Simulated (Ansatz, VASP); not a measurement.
## One calculation of ZnCd2Se3, two programs

```xyz
12
Lattice="4.2616 0.0000 0.0000 -2.1308 3.6906 0.0000 0.0000 0.0000 21.0915" Properties=species:S:1:pos:R:3 pbc="T T T"
Zn    2.1308    1.2302   -0.1514
Zn    0.0000    2.4604   17.7185
Cd    2.1308    1.2302    6.9775
Cd    2.1308    1.2302   14.3004
Cd    0.0000    2.4604    3.3177
Cd    0.0000    2.4604   10.6377
Se    2.1308    1.2302    2.3354
Se    2.1308    1.2302    9.6485
Se    2.1308    1.2302   16.9819
Se    0.0000    2.4604    5.9878
Se    0.0000    2.4604   13.3096
Se    0.0000    2.4604   20.2126
```

Alike in both runs: functional PBE; k mesh 6 × 6 × 1; occupations gaussian, width 0.1 eV; no spin polarisation.

Ansatz relaxed the structure, and its values are those at the end. VASP's run is a single point on that final structure, the one shown.

|  | VASP | Ansatz |
| --- | --- | --- |
| version | VASP 6.6.1 | Ansatz 0.2.0 |
| potentials or method | VASP PAW PBE potentials, release 64 (Zn, Cd, Se), cutoff 500 eV | scalar-relativistic, plane waves, PAW |
| valence electrons in the cell | 108 | 200 |

```tsv
	VASP	Ansatz	Ansatz less VASP
gap on the k mesh at the Fermi level (eV)	0.58	0.58	+0.003
least direct gap on the mesh (eV)	0.58	0.58	+0.003
pressure (GPa)	0.3	0.0	-0.24
rms of the force components (eV/Å)	0.006	0.005	-0.0014
```

VASP's potentials hold 108 valence electrons a cell and Ansatz's 200, so a difference there can come from the potentials and not from the codes.
